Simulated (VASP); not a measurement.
Set up this calculation in VASP 6.6.1, as the native input.

```
Task                   : single point
Functional             : PBE
Potentials or basis    : VASP PAW PBE potentials, release 64 (Ta_pv, Mo_sv)
Cutoff                 : 520 eV
k mesh                 : 12 × 12 × 12
Occupations            : gaussian, width 0.1 eV
Spin                   : no spin polarisation
Dipole correction      : no
Further INCAR settings : ALGO = Fast; EDIFF = 1e-06; NBANDS = 34
```

The structure of TaMo3 lies in POSCAR:

```
TaMo3
1.0
    4.0595003480      0.0000000000      0.0000000000
    0.0000000000      4.0595003480      0.0000000000
    0.0000000000      0.0000000000      4.0595003480
Ta Mo
1 3
Direct
    0.0000000000      0.0000000000      0.0000000000
    0.0000000000      0.5000000000      0.5000000000
    0.5000000000      0.0000000000      0.5000000000
    0.5000000000      0.5000000000      0.0000000000
```

These files were run (other wordings do the same):

INCAR

```
ALGO = Fast
EDIFF = 1E-6
ENCUT = 520
GGA = PE
ISIF = 2
ISMEAR = 0
LASPH = True
LCHARG = False
LREAL = False
LWAVE = False
NBANDS = 34
NELM = 60
PREC = Accurate
SIGMA = 0.1
```

KPOINTS

```
k-points
0
Gamma
  12 12 12
```

Potentials or basis: VASP PAW PBE potentials, release 64 (Ta_pv, Mo_sv).

Command:

```console
$ cat potpaw_PBE.64/Ta_pv/POTCAR potpaw_PBE.64/Mo_sv/POTCAR > POTCAR
$ mpirun -np 1 vasp_std > vasp.out
```

It gave:

The pressure is 0.3 GPa.

Wall time 2.1 min on 1 thread of Intel Xeon 6975P-C (shared host), peak memory 0.29 GiB.
